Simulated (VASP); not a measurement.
Write the native input for VASP 6.6.1 that does the following.

- Task: single point
- Functional: PBE
- Potentials or basis: VASP PAW PBE potentials, release 64 (Fe)
- Cutoff: 600 eV
- k mesh: 16 × 16 × 16
- Occupations: gaussian, width 0.1 eV
- Spin: no spin polarisation
- Dipole correction: no
- Further INCAR settings: ALGO = Normal; EDIFF = 1e-06; NBANDS = 10

The structure of Fe lies in POSCAR:

```
Fe
1.0
   -1.3807996972      1.3807996972      1.3807996972
    1.3807996972     -1.3807996972      1.3807996972
    1.3807996972      1.3807996972     -1.3807996972
Fe
1
Direct
    0.0000000000      0.0000000000      0.0000000000
```

The input as run:

INCAR

```
PREC = Accurate
ENCUT = 600
EDIFF = 1E-6
ISMEAR = 0
SIGMA = 0.1
LREAL = False
LASPH = True
NELM = 120
ALGO = Normal
ISIF = 2
LWAVE = False
LCHARG = False
GGA = PE
NBANDS = 10
GGA_COMPAT = False
```

KPOINTS

```
regular mesh
0
Gamma
  16 16 16
```

Potentials or basis: VASP PAW PBE potentials, release 64 (Fe).

The run is started by

```bash
$ cat potpaw_PBE.64/Fe/POTCAR > POTCAR
$ mpirun -np 1 vasp_std > vasp.out
```

Results of the run:

```
Pressure               : -1.5 GPa
Band gap on the k mesh : zero (bands 4 and 5 overlap by 2.03 eV)
```

Caveat: the run has no spin polarisation, though such a crystal can be magnetic.

Run time: 12 s on 1 thread of Intel(R) Xeon(R) Platinum 8375C CPU @ 2.90GHz (Ice Lake), with other jobs on the host, peak memory 0.13 GiB.
